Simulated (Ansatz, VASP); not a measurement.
## One calculation of MgI2, two programs

File POSCAR:

```
MgI2
1.0
   -0.0661006824      3.6896199061      3.6896199061
    3.6896199061     -0.0661006824      3.6896199061
    3.6896199061      3.6896199061     -0.0661006824
Mg I
1 2
Direct
    0.0000000000      0.0000000000      0.0000000000
    0.2493739612      0.2493739612      0.2493739612
    0.7506260388      0.7506260388      0.7506260388
```

INCAR.step1

```
ALGO = Normal ; EDIFF = 1E-4
ENCUT = 520 ; GGA = PE
ISMEAR = 0 ; LASPH = True
LCHARG = False ; LREAL = False
LWAVE = True ; NBANDS = 15
NELM = 80 ; PREC = Accurate
SIGMA = 0.01
```

INCAR.step2

```
ALGO = Normal ; EDIFF = 1E-6
ENCUT = 520 ; ISIF = 2
ISMEAR = 0 ; ISTART = 1
LASPH = True ; LCHARG = False
LMIXTAU = True ; LREAL = False
LWAVE = False ; METAGGA = R2SCAN
NBANDS = 15 ; NELM = 80
PREC = Accurate ; SIGMA = 0.01
```

Contents of KPOINTS:

```
k-points
0
Gamma
  6 6 6
```

Input for Ansatz:

```yaml
crystal:
  lattice:
    - [-0.0661006824, 3.6896199061, 3.6896199061]
    - [3.6896199061, -0.0661006824, 3.6896199061]
    - [3.6896199061, 3.6896199061, -0.0661006824]
  atoms:
    - { symbol: Mg, position: [0.0, 0.0, 0.0] }
    - { symbol: I, position: [0.2493739612, 0.2493739612, 0.2493739612] }
    - { symbol: I, position: [0.7506260388, 0.7506260388, 0.7506260388] }
kpoints:
  mp_grid: { grid: [6, 6, 6] }
  band_path:
    path:
      - [0.0, 0.0, 0.0]
      - [0.5, 0.0, 0.5]
      - [0.625, 0.25, 0.625]
      - [0.375, 0.375, 0.75]
      - [0.5, 0.5, 0.5]
      - [0.5, 0.25, 0.75]
      - [0.0, 0.5, 0.5]
    npoints: 1
hamiltonian:
  xc: r2scan
scf:
  occupations: { method: fixed }
  n_extra_bands: 4
output:
  forces: true
  stress: true
  eigenvalues: true
```

Change from the starting cell: shear_111 strain -2.6%.

Alike in both runs: task single point; functional r2SCAN; k mesh 6 × 6 × 6; no spin polarisation.

|  | VASP | Ansatz |
| --- | --- | --- |
| version | VASP 6.6.1 | Ansatz 0.2.0 |
| potentials or method | VASP PAW PBE potentials, release 64 (Mg, I) | plane waves, PAW |
| plane-wave cutoff (eV) | 520 | 500 |
| occupations | gaussian, width 0.01 eV | fixed |
| valence electrons in the cell | 16 | 44 |

|  | VASP | Ansatz | Ansatz less VASP |
| --- | --- | --- | --- |
| gap on the k mesh at the Fermi level (eV) | 1.37 | 1.41 | +0.046 |
| pressure (GPa) | 0.8 | 0.9 | +0.10 |
| traceless stress, the component that is largest in VASP (GPa) | -0.32 | -0.32 | +0.007 |

VASP's potentials were made for PBE, not for r2SCAN. VASP's potentials hold 16 valence electrons a cell and Ansatz's 44, so a difference there can come from the potentials and not from the codes.

Neither program's run includes spin-orbit coupling.
